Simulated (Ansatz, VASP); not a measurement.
**One calculation of GaN, two programs**

INCAR

```
  ALGO = Normal
  EDIFF = 1E-6
  ENCUT = 600
  GGA = PE
  GGA_COMPAT = F
  ISIF = 2
  ISMEAR = 0
  ISYM = 0
  LASPH = T
  LCHARG = T
  LELF = T
  LREAL = F
  LVHAR = T
  LWAVE = F
  NBANDS = 16
  NELM = 120
  PREC = Accurate
  SIGMA = 0.01
```

File KPOINTS:

```
k-points
0
Gamma
  8 8 8
```

The input POSCAR:

```
GaN
1.0
    0.0000000000      2.1085152350      2.1085152350
    2.1085152350      0.0000000000      2.1085152350
    2.1085152350      2.1085152350      0.0000000000
Ga N
1 1
Direct
    0.0000000000      0.0000000000      0.0000000000
    0.5000000000      0.5000000000      0.5000000000
```

Input for Ansatz:

```yaml
crystal:
  lattice:
    - [0.0, 2.108515235, 2.108515235]
    - [2.108515235, 0.0, 2.108515235]
    - [2.108515235, 2.108515235, 0.0]
  atoms:
    - { symbol: Ga, position: [0.0, 0.0, 0.0] }
    - { symbol: "N", position: [0.5, 0.5, 0.5] }
  symmetry: { detect: false }
kpoints:
  mp_grid: { grid: [8, 8, 8] }
hamiltonian:
  xc: pbe
scf:
  occupations: { method: fixed }
  n_extra_bands: 4
output:
  forces: true
  stress: true
  eigenvalues: true
```

Alike in both runs: task single point; functional PBE; k mesh 8 × 8 × 8; no spin polarisation.

|  | VASP | Ansatz |
| --- | --- | --- |
| version | VASP 6.6.1 | Ansatz 0.2.0 |
| potentials or method | VASP PAW PBE potentials, release 64 (Ga_d, N) | plane waves |
| plane-wave cutoff (eV) | 600 | 420 |
| occupations | gaussian, width 0.01 eV | fixed |
| valence electrons in the cell | 18 | 18 |

|  | VASP | Ansatz | Ansatz less VASP |
| --- | --- | --- | --- |
| gap on the k mesh at the Fermi level (eV) | 0.65 | 0.66 | +0.010 |
| pressure (GPa) | 8.9 | 8.2 | -0.67 |
